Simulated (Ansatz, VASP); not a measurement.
**AlN in VASP and in Ansatz**

```
Al N
1.0
     4.95794    0.00000    0.00000
     0.00000    3.37607    0.00000
     0.00000    0.00000   23.80000
Al N
1 1
Direct
  0.00000 0.44010 0.29412
  0.00000 0.94010 0.29412
```

Alike in both runs: functional PBE; k mesh 6 × 8 × 1; occupations gaussian, width 0.02 eV; no spin polarisation.

Ansatz relaxed the structure, and its values are those at the end. VASP's run is a single point on that final structure, the one shown.

|  | VASP | Ansatz |
| --- | --- | --- |
| version | VASP 6.6.1 | Ansatz 0.2.0 |
| potentials or method | VASP PAW PBE potentials, release 64 (Al, N), cutoff 520 eV | scalar-relativistic, plane waves, PAW |
| valence electrons in the cell | 8 | 8 |

```tsv
	VASP	Ansatz	Ansatz less VASP
gap on the k mesh at the Fermi level (eV)	1.90	1.91	+0.008
least direct gap on the mesh (eV)	2.77	2.77	+0.002
```

Ansatz's warnings: xc potential rough in thin density.
